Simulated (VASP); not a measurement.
The system is Ge3P2.

```
CELL_PARAMETERS angstrom
4.31829 0.00000 0.00000
-2.15914 3.73975 0.00000
0.00000 0.00000 5.21393
ATOMIC_POSITIONS crystal
Ge 0.00000 0.00000 0.00000
Ge 0.33333 0.66667 0.62500
Ge 0.66667 0.33333 0.37500
P 0.33333 0.66667 0.13800
P 0.66667 0.33333 0.86200
```

| Item | Value |
| --- | --- |
| Program | VASP 6.6.1 |
| Task | relaxation of cell and atoms |
| Functional | PBE |
| Potentials or basis | VASP PAW PBE potentials, release 64 (Ge_d, P) |
| Cutoff | 600 eV |
| k mesh | 6 × 6 × 4 |
| Occupations | gaussian, width 0.1 eV |
| Spin | no spin polarisation |

At the start: pressure 11.4 GPa; volume 16.84 Å³/atom.

Problem. How do energy, volume and symmetry change on relaxing?

Solution. Over 32 steps the energy falls by 278.3 meV/atom and the volume is 19.45 Å³/atom (+15.5 %); space group P-3m1 (No. 164, to 0.1 Å) before and after.

The path:
```
step  energy change (eV)  largest force (eV/Å)  pressure (GPa)  volume (Å³)
   1              0.0000                0.7032           11.40        84.20
   2             -0.4147                0.8500           -2.08        99.66
   3             -0.4271                0.8052           -0.56        97.04
   4             -0.4960                0.8863           -0.34        97.17
   5             -0.6693                0.6266            0.65        97.56
   6             -0.0038                3.5958            6.68        98.25
   7             -0.6772                0.7299            0.86        97.63
   8             -0.6816                0.9555            1.35        97.72
   9             -0.6984                1.0082            1.35        97.91
  10             -0.7383                1.1864            1.38        98.46
  11             -0.7626                1.6496            1.61        99.57
  12             -0.8564                1.5640            0.94       100.32
  13             -1.0627                1.2193           -0.76       102.52
  14             -1.1422                0.5220           -2.64       106.73
  15             -1.1533                0.6061           -2.33       105.79
  16             -1.1541                0.6613           -2.20       105.48
  17             -1.1966                0.5928           -1.76       104.01
  18             -1.2716                0.3904           -0.02        99.69
  19             -1.2776                0.3191            0.82        98.00
  20             -1.2877                0.2545            0.42        98.44
  21             -1.3021                0.1046           -0.70        99.77
  22             -1.3131                0.1145           -0.68        99.53
  23             -1.3443                0.1547           -0.54        98.80
  24             -1.3609                0.2342            0.08        97.22
  25             -1.3650                0.2092           -0.17        97.79
  26             -1.3652                0.2138           -0.15        97.68
  27             -1.3735                0.1538            0.21        97.09
  28             -1.3791                0.1534            0.76        96.13
  29             -1.3875                0.1264           -0.17        97.50
  30             -1.3877                0.1210           -0.32        97.74
  31             -1.3907                0.0455           -0.15        97.46
  32             -1.3914                0.0126           -0.01        97.24
```

Final structure:
```cif
data_structure
_symmetry_space_group_name_H-M 'P 1'
_symmetry_Int_Tables_number 1
_cell_length_a 4.5289
_cell_length_b 4.5289
_cell_length_c 5.4741
_cell_angle_alpha 90.000
_cell_angle_beta 90.000
_cell_angle_gamma 120.000
_cell_volume 97.24
loop_
_atom_site_label
_atom_site_type_symbol
_atom_site_fract_x
_atom_site_fract_y
_atom_site_fract_z
_atom_site_occupancy
Ge1 Ge 0.00000 0.00000 0.00000 1
Ge2 Ge 0.33333 0.66667 0.70461 1
Ge3 Ge 0.66667 0.33333 0.29539 1
P1 P 0.33333 0.66667 0.23134 1
P2 P 0.66667 0.33333 0.76866 1
```

Caveat: the volume moved by over 15 % at a fixed basis, so the end points are rough.
